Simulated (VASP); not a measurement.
# Ru in VASP: single point with BLYP

Aim: the single point of Ru with BLYP.

Everything below comes from runs of VASP 6.6.1. Logs are shortened: lines on timing, memory, paths and dates and some standing lists are left out, and cuts for length are marked.

## (1) The cell of the first run

The typed cell holds 2 atoms: a = 4.278 Å, b = 4.278 Å, c = 3.919 Å, α = 103.42°, β = 103.42°, γ = 141.95°.

## (2) Single point, BLYP

INCAR

```
SYSTEM = Ru
AGGAC = 1.0
AGGAX = 1.0
ALDAC = 0.0
ALDAX = 1.0
ALGO = Normal
EDIFF = 1E-6
ENCUT = 520
GGA = B5
ISIF = 2
ISMEAR = -1
ISYM = 0
LASPH = .True.
LCHARG = .False.
LREAL = .False.
LWAVE = .False.
NBANDS = 21
NELM = 60
PREC = Accurate
SIGMA = 0.1
```

KPOINTS

```
k-points
0
Gamma
  14 14 10
  0 0 0
```

POSCAR

```
Ru
1.0
   -3.0710266531      2.6487865397      1.3621942985
    2.6487865397     -3.0710266531      1.3621942985
    2.3233655895      2.3233655895     -2.1355278396
Ru
2
Direct
    0.9800388410      0.0199611590      0.0000000000
    0.7699611590      0.2300388410      0.5000000000
```

Potentials or basis: VASP PAW PBE potentials, release 64 (Ru_pv).

Started as:

```sh
> cat potpaw_PBE.64/Ru_pv/POTCAR > POTCAR
> mpirun -np 1 vasp_std > vasp.out
```

OUTCAR:

```text
SYSTEM = Ru
   EDIFF = 1E-6
   ENCUT = 520
   GGA = B5
   ISIF = 2
   ISMEAR = -1
   ISYM = 0
   LASPH = .True.
   LREAL = .False.
   NELM = 60
   PREC = Accurate

 ion  position               nearest neighbor table
   1  0.980  0.020  0.000-   2 2.59   2 2.59   2 2.59   2 2.59   2 2.72   2 2.72
   2  0.770  0.230  0.500-   1 2.59   1 2.59   1 2.59   1 2.59   1 2.72   1 2.72

IMPORTANT INFORMATION: All symmetrisations will be switched off!
NOSYMM: (Re-)initialisation of all symmetry stuff for point group C_1.

----------------------------------------------------------------------------------------

                                     Primitive cell

  volume of cell :      31.0474

  direct lattice vectors                    reciprocal lattice vectors
    -3.071026653  2.648786540  1.362194298     0.109296980  0.284127865  0.428029890
     2.648786540 -3.071026653  1.362194298     0.284127865  0.109296980  0.428029890
     2.323365589  2.323365589 -2.135527840     0.250954855  0.250954855  0.077788614

  length of vectors
     4.278182809  4.278182809  3.918741441     0.525246666  0.525246666  0.363328704

  position of ions in fractional coordinates (direct lattice)
     0.980038841  0.019961159  1.000000000
     0.769961159  0.230038841  0.500000000

  ion indices of the primitive-cell ions
   primitive index   ion index
                 1           1
                 2           2

----------------------------------------------------------------------------------------

 KPOINTS: k-points

Automatic generation of k-mesh.
 Grid dimensions read from file:
 generate k-points for:   14   14   10

 Generating k-lattice:

  Cartesian coordinates                     Fractional coordinates (reciprocal lattice)
     0.007806927  0.020294847  0.030573564     0.071428571 -0.000000000  0.000000000
     0.020294847  0.007806927  0.030573564    -0.000000000  0.071428571  0.000000000
     0.025095486  0.025095486  0.007778861     0.000000000  0.000000000  0.100000000

  Length of vectors
     0.037517619  0.037517619  0.036332870

  Shift w.r.t. Gamma in fractional coordinates (k-lattice)
     0.000000000  0.000000000  0.000000000

 Subroutine IBZKPT returns following result:
 ===========================================

 Found    984 irreducible k-points:

 Following reciprocal coordinates:
            Coordinates               Weight
  0.000000  0.000000  0.000000      1.000000
  0.071429 -0.000000  0.000000      2.000000
  0.000000 -0.071429  0.000000      2.000000
  0.142857 -0.000000 -0.000000      2.000000
  0.000000 -0.142857  0.000000      2.000000
  0.214286 -0.000000 -0.000000      2.000000
[... 16 lines left out ...]
  0.357143  0.071429  0.000000      2.000000
 -0.071429 -0.357143  0.000000      2.000000
 [... further k-points ...]
   k-points           NKPTS =    984   k-points in BZ     NKDIM =    984   number of bands    NBANDS=     21
   number of dos      NEDOS =    301   number of ions     NIONS =      2
   total plane-waves  NPLWV =  30720
   dimension x,y,z NGX =    32 NGY =   32 NGZ =   30
   dimension x,y,z NGXF=    64 NGYF=   64 NGZF=   60
   ions per type =               2
   NGX,Y,Z   is equivalent  to a cutoff of  12.43, 12.43, 12.73 a.u.
   NGXF,Y,Z  is equivalent  to a cutoff of  24.87, 24.87, 25.45 a.u.
 SYSTEM =  Ru
   PREC   = accura    normal or accurate (medium, high low for compatibility)
   ISTART =      0    job   : 0-new  1-cont  2-samecut
   ICHARG =      2    charge: 1-file 2-atom 10-const
   ISPIN  =      1    spin polarized calculation?
   LNONCOLLINEAR =      F non collinear calculations
   LSORBIT =      F    spin-orbit coupling
   LASPH  =      T    aspherical Exc in radial PAW
   ENCUT  =  520.0 eV  38.22 Ry    6.18 a.u.   7.95  7.95  7.29*2*pi/ulx,y,z
   NELM   =     60;   NELMIN=  2; NELMDL= -5     # of ELM steps
   EDIFF  = 0.1E-05   stopping-criterion for ELM
   LREAL  =      F    real-space projection
   EDIFFG = 0.1E-04   stopping-criterion for IOM
   NSW    =      0    number of steps for IOM
   IBRION =     -1    ionic relax: 0-MD 1-quasi-New 2-CG
   NFREE  =      0    steps in history (QN), initial steepest desc. (CG)
   ISIF   =      2    stress and relaxation
   ISYM   =      0    0-nonsym 1-usesym 2-fastsym
   POTIM  = 0.5000    time-step for ionic-motion
   TEBEG  =    0.0;   TEEND  =   0.0 temperature during run
   PSTRESS=    0.0 pullay stress
   NELECT =      28.0000    total number of electrons
   NUPDOWN=      -1.0000    fix difference up-down
   EMIN   =  10.00;   EMAX   =-10.00  energy-range for DOS
   EFERMI =   0.00;   METHOD = LEGACY
   ISMEAR =    -1;   SIGMA  =   0.10  broadening in eV -4-tet -1-fermi 0-gaus
   EFERMI_NEDOS =   21; number of points for ismear=-14 and -15
   IALGO  =     38    algorithm
   IMIX   =      4    mixing-type and parameters
     AMIX     =   0.40;   BMIX     =  1.00
     AMIX_MAG =   1.60;   BMIX_MAG =  1.00
  volume/ion in A,a.u.               =      15.52       104.76
  Fermi-wavevector in a.u.,A,eV,Ry     =   1.581682  2.988945 34.037924  2.501717
  Thomas-Fermi vector in A             =   2.681720
   LORBIT       =      0    0 simple, 1 ext, 2 COOP (PROOUT), +10 PAW based schemes
   GGA     = B5    functional components
   LHFCALC =     F    Hartree Fock is set to
   AEXX    =    0.0000 exact exchange contribution
   IVDW    =     0    specifies the selected vdW correction
   LEPSILON=     F    determine dielectric tensor
   LRPA    =     F    only Hartree local field effects (RPA)
 non-spin polarized calculation
  energy-cutoff  :      520.00
  volume of cell :       31.05
 maximum number of plane-waves:       853
   NGX = 15   NGY = 15   NGZ = 15

 number of electron      27.9999999 magnetization

 Free energy of the ion-electron system (eV)
  ---------------------------------------------------
  ext. energy  EPLUGINS =         0.00000000
  ---------------------------------------------------
  free energy    TOTEN  =       -15.42289234 eV

  energy without entropy =      -15.36282849  energy(sigma->0) =      -15.39286042

 E-fermi :  11.1223     XC(G=0): -12.5392

 val. band max:       11.1178335862   @ k =   0.2143   0.1429   0.4000
 cond. band min:      11.1245700086   @ k =  -0.4286   0.2143  -0.1000
 fundamental gap:      0.0067364224
 Fermi energy:        11.1222859329

 k-point     1 :       0.0000    0.0000    0.0000
  band No.  band energies     occupation
      1     -32.0854      2.00000
      2     -31.5850      2.00000
      3     -31.4843      2.00000
      4     -31.2005      2.00000
      5     -31.1865      2.00000
      6     -31.1813      2.00000
[... 13 lines left out ...]
     20      21.4068      0.00000
     21      21.7362      0.00000

 k-point     2 :       0.0714   -0.0000    0.0000
  band No.  band energies     occupation
      1     -32.0680      2.00000
      2     -31.5998      2.00000
      3     -31.5074      2.00000
      4     -31.2296      2.00000
      5     -31.2084      2.00000
      6     -31.1796      2.00000
[... 13 lines left out ...]
     20      21.4067      0.00000
     21      21.8188      0.00000

 k-point     3 :       0.0000   -0.0714    0.0000
  band No.  band energies     occupation
      1     -32.0680      2.00000
      2     -31.5998      2.00000
      3     -31.5074      2.00000
      4     -31.2296      2.00000
      5     -31.2084      2.00000
      6     -31.1796      2.00000
[... 13 lines left out ...]
     20      21.4067      0.00000
     21      21.8188      0.00000

 k-point     4 :       0.1429   -0.0000   -0.0000
  band No.  band energies     occupation
      1     -32.0215      2.00000
      2     -31.6425      2.00000
      3     -31.5599      2.00000
      4     -31.3287      2.00000
      5     -31.2488      2.00000
      6     -31.1836      2.00000
[... 13 lines left out ...]
     20      21.4064      0.00000
     21      22.0945      0.00000

 k-point     5 :       0.0000   -0.1429    0.0000
  band No.  band energies     occupation
      1     -32.0215      2.00000
      2     -31.6425      2.00000
      3     -31.5599      2.00000
      4     -31.3287      2.00000
      5     -31.2488      2.00000
      6     -31.1836      2.00000
[... 13 lines left out ...]
     20      21.4064      0.00000
     21      22.0945      0.00000

 k-point     6 :       0.2143   -0.0000   -0.0000
  band No.  band energies     occupation
      1     -31.9634      2.00000
      2     -31.7140      2.00000
      3     -31.6089      2.00000
      4     -31.4556      2.00000
      5     -31.3055      2.00000
      6     -31.2082      2.00000
[... 13 lines left out ...]
     20      21.4058      0.00000
     21      22.0733      0.00000

 k-point     7 :       0.0000   -0.2143    0.0000
  band No.  band energies     occupation
      1     -31.9634      2.00000
      2     -31.7140      2.00000
      3     -31.6089      2.00000
      4     -31.4556      2.00000
      5     -31.3055      2.00000
      6     -31.2082      2.00000
[... 13 lines left out ...]
     20      21.4058      0.00000
     21      22.0733      0.00000
[... 291 lines left out ...]
      1     -31.9094      2.00000
      2     -31.8099      2.00000
      3     -31.6373      2.00000
      4     -31.5606      2.00000
      5     -31.3612      2.00000
      6     -31.2688      2.00000
[... 13 lines left out ...]
     20      21.4044      0.00000
     21      21.4097      0.00000

 k-point    21 :       0.2857    0.0714   -0.0000
  band No.  band energies     occupation
      1     -31.9316      2.00000
      2     -31.8652      2.00000
      3     -31.6977      2.00000
      4     -31.5413      2.00000
      5     -31.4223      2.00000
      6     -31.3438      2.00000
[... 13 lines left out ...]
     20      21.4042      0.00000
     21      21.8122      0.00000

 k-point    22 :      -0.0714   -0.2857    0.0000
  band No.  band energies     occupation
      1     -31.9316      2.00000
      2     -31.8652      2.00000
      3     -31.6977      2.00000
      4     -31.5413      2.00000
      5     -31.4223      2.00000
      6     -31.3438      2.00000
[... 13 lines left out ...]
     20      21.4042      0.00000
     21      21.8122      0.00000

 k-point    23 :       0.3571    0.0714    0.0000
  band No.  band energies     occupation
      1     -31.9810      2.00000
      2     -31.9404      2.00000
      3     -31.6587      2.00000
      4     -31.5030      2.00000
      5     -31.4840      2.00000
      6     -31.4063      2.00000
[... 13 lines left out ...]
     20      21.4024      0.00000
     21      22.1705      0.00000

 k-point    24 :      -0.0714   -0.3571    0.0000
  band No.  band energies     occupation
      1     -31.9810      2.00000
      2     -31.9404      2.00000
      3     -31.6587      2.00000
      4     -31.5030      2.00000
      5     -31.4840      2.00000
      6     -31.4063      2.00000
[... 13 lines left out ...]
     20      21.4024      0.00000
     21      22.1705      0.00000

 [... further k-points ...]

------------------------ aborting loop because EDIFF is reached ----------------------------------------

  FORCE on cell =-STRESS in cart. coord.  units (eV):
  Direction    XX          YY          ZZ          XY          YZ          ZX
  --------------------------------------------------------------------------------------
  -------------------------------------------------------------------------------------
  Total        0.1321833      0.1321843      0.1058185     -0.0016516      0.0025762      0.0025821
  in kB        6.8212194      6.8212703      5.4606828     -0.0852285      0.1329425      0.1332480
  external PRESSURE =       6.3677242 kB  Pullay stress =       0.0000000 kB

 VOLUME and BASIS-vectors are now :
 -----------------------------------------------------------------------------
  energy-cutoff  :      520.00
  volume of cell :       31.05
      direct lattice vectors                 reciprocal lattice vectors
    -3.071026653  2.648786540  1.362194298     0.109296980  0.284127865  0.428029890
     2.648786540 -3.071026653  1.362194298     0.284127865  0.109296980  0.428029890
     2.323365589  2.323365589 -2.135527840     0.250954855  0.250954855  0.077788614

 POSITION                                       TOTAL-FORCE (eV/Angst)
 -----------------------------------------------------------------------------------
     -2.95685      2.53461      1.36219        -0.028118      0.028118      0.000000
     -0.59356      2.49469      0.29443         0.028118     -0.028118     -0.000000
 -----------------------------------------------------------------------------------
    total drift:                               -0.000013      0.000013     -0.000000

  FREE ENERGIE OF THE ION-ELECTRON SYSTEM (eV)
  ---------------------------------------------------
  free  energy   TOTEN  =       -15.4228923447 eV

  energy  without entropy=      -15.3628284882  energy(sigma->0) =      -15.39286042
```

It took 7.2 min on 1 thread of Intel Xeon Platinum 8488C (Sapphire Rapids), shared host; peak memory 0.59 GiB.

Results:

| Quantity | Value |
| --- | --- |
| Free energy | -15.4229 eV |
| Pressure | 0.6 GPa |
| Largest force | 0.040 eV/Å |
| Band gap on the k mesh | zero (bands 14 and 15 overlap by 2.22 eV) |

Forces in eV/Å, atoms in the order of the input:
```
Ru  -0.028  0.028  0.000
Ru   0.028 -0.028  0.000
```

Caveat: the PAW data sets were made with another functional, which shifts forces and pressure a little.
